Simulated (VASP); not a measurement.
# Ir: single point with PBEsol

Crystal: Ir.

```
CELL_PARAMETERS angstrom
0.00000 1.91970 1.86211
1.91970 0.00000 1.86211
1.91970 1.91970 0.00000
ATOMIC_POSITIONS crystal
Ir 0.00000 0.00000 0.00000
```

This cell differs from its parent crystal: strain -0.0300 x Voigt [0, 0, 1, 0, 0, 0].

```json
{
  "Program": "VASP 6.6.1",
  "Task": "single point",
  "Functional": "PBEsol",
  "Potentials or basis": "VASP PAW PBE potentials, release 64 (Ir_sv_GW)",
  "Cutoff": "560 eV",
  "k mesh": "22 × 22 × 22",
  "Occupations": "gaussian, width 0.15 eV",
  "Spin": "no spin polarisation",
  "Dipole correction": "no",
  "Further INCAR settings": "ALGO = Normal; EDIFF = 1e-06; NBANDS = 14"
}
```

| Quantity | Value |
| --- | --- |
| Pressure | 8.0 GPa |
| Band gap on the k mesh | zero (an odd number of electrons rules out a gap without spin polarisation) |

Stress tensor (GPa, compression positive):
```
 3.92  0.00  0.00
 0.00  3.92  0.00
 0.00  0.00 16.06
```

Levels at points of the mesh, in eV from the Fermi level:
```tsv
k point	band 5	band 6	band 7	band 8	band 9	band 10	band 11	band 12
(0.00, 0.00, 0.00)	-11.47	-4.18	-4.18	-3.77	-1.48	-0.94	13.54	18.86
(0.50, 0.00, 0.00)	-8.42	-4.38	-3.93	-0.84	0.87	1.12	7.61	13.18
(0.50, 0.50, 0.00)	-8.24	-7.69	0.95	1.63	1.63	2.13	11.25	11.25
(0.50, 0.00, 0.50)	-8.27	-7.64	0.97	1.39	1.46	1.79	10.67	11.59
```

Wall time 51 s on 1 thread of Intel(R) Xeon(R) 6975P-C (Granite Rapids), on a shared host, peak memory 0.31 GiB.

Caveat: the cell differs from its parent crystal (strain -0.0300 x Voigt [0, 0, 1, 0, 0, 0]); the stress differs along the axes, from 4 to 16 GPa; the PAW data sets were made with another functional, which shifts forces and pressure a little; spin-orbit coupling is left out, which moves the levels of the heavy elements.
